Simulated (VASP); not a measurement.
# TiSi16 (a cell with a defect) in VASP: a series of runs, part 2 of 3

VASP 6.6.1.

**3. Single point, PBEsol**

INCAR reads:

```
SYSTEM = TiSi16
ALGO = Normal
EDIFF = 1E-6
ENCUT = 520
GGA = PS
ISIF = 2
ISMEAR = -1
LASPH = .TRUE.
LCHARG = .FALSE.
LREAL = Auto
LWAVE = .FALSE.
NBANDS = 52
NELM = 100
PREC = Accurate
SIGMA = 0.02
```

KPOINTS reads:

```
k-points
0
G
  2 2 2
  0 0 0
```

POSCAR reads:

```
TiSi16
1.0
    0.0000000000      5.4300000000      5.4300000000
    5.4300000000      0.0000000000      5.4300000000
    5.4300000000      5.4300000000      0.0000000000
Si Ti
16 1
Direct
   -0.0228084715     -0.1013535912      0.0553683241
    0.2275230203      0.0771915285     -0.0366022099
    0.0422559853      0.0310773481      0.3780939227
    0.1059023941      0.0110405157      0.6486095764
   -0.0082965009      0.3799723757      0.1153314917
    0.1093093923      0.5436924494      0.2290883978
   -0.0742357274      0.3811233886      0.5721546961
    0.0353867403      0.4590515654      0.7459944751
    0.6460036832      0.0505893186     -0.1226335175
    0.5783609576      0.0342725599      0.2196685083
    0.4589042357     -0.0825322284      0.6284254144
    0.8180018416     -0.1593646409      0.6531583794
    0.4726427256      0.4451473297      0.0570810313
    0.6119981584      0.4931952118      0.2341344383
    0.4556813996      0.2711325967      0.6380570902
    0.5578821363      0.4739594843      0.7143830571
    0.3989963168      0.7543922652      0.4316298343
```

Potentials or basis: VASP PAW PBE potentials, release 64 (Si, Ti_sv).

The run is started by

```sh
$ cat potpaw_PBE.64/Si/POTCAR potpaw_PBE.64/Ti_sv/POTCAR > POTCAR
$ mpirun -np 1 vasp_std > vasp.out
```

OUTCAR:

```text
SYSTEM = TiSi16
   EDIFF = 1E-6
   ENCUT = 520
   GGA = PS
   ISIF = 2
   ISMEAR = -1
   LASPH = .TRUE.
   LREAL = Auto
   NELM = 100
   PREC = Accurate

 ion  position               nearest neighbor table
   1  0.977  0.899  0.055-   6 2.28  10 2.51   2 2.53   4 2.56   9 2.93
   2  0.228  0.077  0.963-  15 2.46   1 2.53   5 2.54   8 2.61   3 2.67  11 2.77   9 2.86
   3  0.042  0.031  0.378-   4 2.28  12 2.31   5 2.40  17 2.57   2 2.67
   4  0.106  0.011  0.649-   3 2.28   7 2.36  11 2.37   1 2.56  17 2.61   9 2.98  12 3.06
   5  0.992  0.380  0.115-  14 2.38   3 2.40   8 2.46   6 2.49   2 2.54
   6  0.109  0.544  0.229-   1 2.28   7 2.29  13 2.30   5 2.49
   7  0.926  0.381  0.572-   6 2.29   8 2.30  16 2.32   4 2.36
   8  0.035  0.459  0.746-   7 2.30   5 2.46  12 2.47   2 2.61  15 2.66
   9  0.646  0.051  0.877-  15 2.34  10 2.36  12 2.38  16 2.68   2 2.86   1 2.93   4 2.98
  10  0.578  0.034  0.220-   9 2.36   1 2.51  17 2.53  11 2.57  13 2.59
  11  0.459  0.917  0.628-   4 2.37  10 2.57  12 2.60  17 2.69  15 2.74   2 2.77  16 2.88
  12  0.818  0.841  0.653-   3 2.31   9 2.38   8 2.47  11 2.60   4 3.06  15 3.07
  13  0.473  0.445  0.057-  16 2.29   6 2.30  14 2.34  10 2.59
  14  0.612  0.493  0.234-  13 2.34   5 2.38  17 2.51  15 2.65
  15  0.456  0.271  0.638-   9 2.34  16 2.45   2 2.46  14 2.65   8 2.66  11 2.74  12 3.07
  16  0.558  0.474  0.714-  13 2.29   7 2.32  15 2.45  17 2.49   9 2.68  11 2.88
  17  0.399  0.754  0.432-  16 2.49  14 2.51  10 2.53   3 2.57   4 2.61  11 2.69

  LATTYP: Found a face centered cubic cell.
 ALAT       =    10.8600000000

  Lattice vectors:

 A1 = (   0.0000000000,   5.4300000000,   5.4300000000)
 A2 = (   5.4300000000,   0.0000000000,   5.4300000000)
 A3 = (   5.4300000000,   5.4300000000,   0.0000000000)

Analysis of symmetry for initial positions (statically):
=====================================================================
 Subroutine PRICEL returns:
 Original cell was already a primitive cell.

 Routine SETGRP: Setting up the symmetry group for a
 face centered cubic supercell.

 Subroutine GETGRP returns: Found  1 space group operations
 (whereof  1 operations were pure point group operations)
 out of a pool of 48 trial point group operations.

The static configuration has the point symmetry C_1 .

Analysis of symmetry for dynamics (positions and initial velocities):
=====================================================================
 Subroutine PRICEL returns:
 Original cell was already a primitive cell.

 Routine SETGRP: Setting up the symmetry group for a
 face centered cubic supercell.

 Subroutine GETGRP returns: Found  1 space group operations
 (whereof  1 operations were pure point group operations)
 out of a pool of 48 trial point group operations.

The dynamic configuration has the point symmetry C_1 .

 Subroutine INISYM returns: Found  1 space group operations
 (whereof  1 operations are pure point group operations),
 and found     1 'primitive' translations

----------------------------------------------------------------------------------------

                                     Primitive cell

  volume of cell :     320.2060

  direct lattice vectors                    reciprocal lattice vectors
     0.000000000  5.430000000  5.430000000    -0.092081031  0.092081031  0.092081031
     5.430000000  0.000000000  5.430000000     0.092081031 -0.092081031  0.092081031
     5.430000000  5.430000000  0.000000000     0.092081031  0.092081031 -0.092081031
[... 79 lines left out ...]
   k-points           NKPTS =      8   k-points in BZ     NKDIM =      8   number of bands    NBANDS=     52
   number of dos      NEDOS =    301   number of ions     NIONS =     17
   total plane-waves  NPLWV = 216000
   dimension x,y,z NGX =    60 NGY =   60 NGZ =   60
   dimension x,y,z NGXF=   120 NGYF=  120 NGZF=  120
   ions per type =              16   1
   NGX,Y,Z   is equivalent  to a cutoff of  12.99, 12.99, 12.99 a.u.
   NGXF,Y,Z  is equivalent  to a cutoff of  25.98, 25.98, 25.98 a.u.
 SYSTEM =  TiSi16
   PREC   = accura    normal or accurate (medium, high low for compatibility)
   ISTART =      0    job   : 0-new  1-cont  2-samecut
   ICHARG =      2    charge: 1-file 2-atom 10-const
   ISPIN  =      1    spin polarized calculation?
   LNONCOLLINEAR =      F non collinear calculations
   LSORBIT =      F    spin-orbit coupling
   LASPH  =      T    aspherical Exc in radial PAW
   ENCUT  =  520.0 eV  38.22 Ry    6.18 a.u.  14.28 14.28 14.28*2*pi/ulx,y,z
   NELM   =    100;   NELMIN=  2; NELMDL= -5     # of ELM steps
   EDIFF  = 0.1E-05   stopping-criterion for ELM
   LREAL  =      T    real-space projection
   EDIFFG = 0.1E-04   stopping-criterion for IOM
   NSW    =      0    number of steps for IOM
   IBRION =     -1    ionic relax: 0-MD 1-quasi-New 2-CG
   NFREE  =      0    steps in history (QN), initial steepest desc. (CG)
   ISIF   =      2    stress and relaxation
   ISYM   =      2    0-nonsym 1-usesym 2-fastsym
   POTIM  = 0.5000    time-step for ionic-motion
   TEBEG  =    0.0;   TEEND  =   0.0 temperature during run
   PSTRESS=    0.0 pullay stress
   NELECT =      76.0000    total number of electrons
   NUPDOWN=      -1.0000    fix difference up-down
   EMIN   =  10.00;   EMAX   =-10.00  energy-range for DOS
   EFERMI =   0.00;   METHOD = LEGACY
   ISMEAR =    -1;   SIGMA  =   0.02  broadening in eV -4-tet -1-fermi 0-gaus
   EFERMI_NEDOS =   21; number of points for ismear=-14 and -15
   IALGO  =     38    algorithm
   IMIX   =      4    mixing-type and parameters
     AMIX     =   0.40;   BMIX     =  1.00
     AMIX_MAG =   1.60;   BMIX_MAG =  1.00
  volume/ion in A,a.u.               =      18.84       127.11
  Fermi-wavevector in a.u.,A,eV,Ry     =   1.013607  1.915439 13.978610  1.027399
  Thomas-Fermi vector in A             =   2.146786
   LORBIT       =      0    0 simple, 1 ext, 2 COOP (PROOUT), +10 PAW based schemes
   GGA     = PS    functional components
   LHFCALC =     F    Hartree Fock is set to
   AEXX    =    0.0000 exact exchange contribution
   IVDW    =     0    specifies the selected vdW correction
   LEPSILON=     F    determine dielectric tensor
   LRPA    =     F    only Hartree local field effects (RPA)
 non-spin polarized calculation
  energy-cutoff  :      520.00
  volume of cell :      320.21
 maximum number of plane-waves:      8646
 NGX is ok and might be reduce to    60
   NGX = 29   NGY = 29   NGZ = 29

 number of electron      76.0000000 magnetization

 Free energy of the ion-electron system (eV)
  ---------------------------------------------------
  ext. energy  EPLUGINS =         0.00000000
  ---------------------------------------------------
  free energy    TOTEN  =       -94.01026002 eV

  energy without entropy =      -94.00207377  energy(sigma->0) =      -94.00616689

 E-fermi :   6.6235     XC(G=0):  -9.9824

 val. band max:        6.6014978417   @ k =   0.0000   0.5000   0.0000
 cond. band min:       6.6614567761   @ k =   0.0000   0.5000   0.5000
 fundamental gap:      0.0599589343
 Fermi energy:         6.6234783625

 k-point     1 :       0.0000    0.0000    0.0000
  band No.  band energies     occupation
      1     -49.9886      2.00000
      2     -26.4672      2.00000
      3     -26.3891      2.00000
      4     -26.3088      2.00000
      5      -5.9735      2.00000
      6      -3.6346      2.00000
[... 413 lines left out ...]
     49       9.2310      0.00000
     50       9.5206      0.00000
 [bands above 50 left out]

------------------------ aborting loop because EDIFF is reached ----------------------------------------

  FORCE on cell =-STRESS in cart. coord.  units (eV):
  Direction    XX          YY          ZZ          XY          YZ          ZX
  --------------------------------------------------------------------------------------
  -------------------------------------------------------------------------------------
  Total       -1.1503788     -0.8836838     -7.3955725      3.4784935      2.0943937      0.4245224
  in kB       -5.7560156     -4.4215853    -37.0043599     17.4049303     10.4794723      2.1241331
  external PRESSURE =     -15.7273203 kB  Pullay stress =       0.0000000 kB

 VOLUME and BASIS-vectors are now :
 -----------------------------------------------------------------------------
  energy-cutoff  :      520.00
  volume of cell :      320.21
      direct lattice vectors                 reciprocal lattice vectors
     0.000000000  5.430000000  5.430000000    -0.092081031  0.092081031  0.092081031
     5.430000000  0.000000000  5.430000000     0.092081031 -0.092081031  0.092081031
     5.430000000  5.430000000  0.000000000     0.092081031  0.092081031 -0.092081031

 POSITION                                       TOTAL-FORCE (eV/Angst)
 -----------------------------------------------------------------------------------
      5.18030      5.60680     10.18580         0.921668     -1.150300      0.813690
      5.65040      6.46670      1.65460        -0.819349      0.307218     -0.791352
      2.22180      2.28250      0.39820        -1.090972     -0.915614      0.240007
      3.58190      4.09700      0.63500         1.242196      1.118255     -0.716918
      2.68950      6.01120      7.44820         0.627930     -0.114108     -0.060233
      4.19620      1.83750      3.54580        -0.851294     -0.659812     -0.351084
[... 9 lines left out ...]
      6.45270      6.90840      5.60290         0.398058     -0.146927      0.530261
      6.44010      4.51030      6.26290         0.266405     -0.435109     -0.417929
 -----------------------------------------------------------------------------------
    total drift:                                0.008883     -0.004391      0.003638

  FREE ENERGIE OF THE ION-ELECTRON SYSTEM (eV)
  ---------------------------------------------------
  free  energy   TOTEN  =       -94.0102600152 eV

  energy  without entropy=      -94.0020737723  energy(sigma->0) =      -94.00616689
```

It took 5.6 min on 1 thread of AMD EPYC 9R45 (Zen 5), shared host; peak memory 0.46 GiB.

What came out:

- Free energy: -94.0103 eV
- Pressure: -1.6 GPa
- Largest force: 2.309 eV/Å
- Band gap on the k mesh: zero (band 38 reaches 6.66 eV, above the bottom of band 39 at 6.60 eV)

Forces on the atoms (eV/Å):
```
Si   0.922 -1.150  0.814
Si  -0.819  0.307 -0.791
Si  -1.091 -0.916  0.240
Si   1.242  1.118 -0.717
Si   0.628 -0.114 -0.060
Si  -0.851 -0.660 -0.351
Si  -0.200  0.590 -0.309
Si   0.273  1.051  1.188
Si  -0.254  0.427 -0.305
Si   0.150  0.306  1.198
Si  -0.432  0.682  0.305
Si   0.244 -0.500 -0.937
Si  -0.158  1.467 -0.683
Si  -0.027  0.217 -0.164
Si  -0.291 -2.243  0.461
Si   0.398 -0.147  0.530
Ti   0.266 -0.435 -0.418
```

Stress tensor (GPa, compression positive):
```
-0.58  1.74  0.21
 1.74 -0.44  1.05
 0.21  1.05 -3.70
```

Levels at points of the mesh, in eV from the Fermi level:
```csv
k point,band 35,band 36,band 37,band 38,band 39,band 40,band 41,band 42
"(0.00, 0.00, 0.00)",-0.84,-0.78,-0.31,-0.21,0.13,0.18,0.33,0.51
"(0.50, 0.00, 0.00)",-1.06,-0.86,-0.30,-0.14,0.07,0.41,0.58,0.77
"(0.00, 0.50, 0.00)",-1.12,-0.99,-0.96,-0.25,-0.02,0.46,0.61,0.72
"(0.00, 0.00, 0.50)",-0.95,-0.59,-0.32,-0.10,0.05,0.43,0.71,0.85
"(0.50, 0.50, 0.50)",-0.88,-0.59,-0.45,-0.08,0.16,0.39,0.70,0.79
"(0.50, 0.50, 0.00)",-1.00,-0.81,-0.30,-0.16,0.09,0.53,0.86,1.05
"(0.00, 0.50, 0.50)",-1.17,-0.68,-0.22,0.04,0.18,0.61,0.84,0.92
"(0.50, 0.00, 0.50)",-0.89,-0.53,-0.32,-0.21,0.33,0.76,0.93,1.13
```

Caveat: the k points lie up to 0.50 Å⁻¹ apart; the PAW data sets were made with another functional, which shifts forces and pressure a little.

(Part 2 of 3 ends here.)
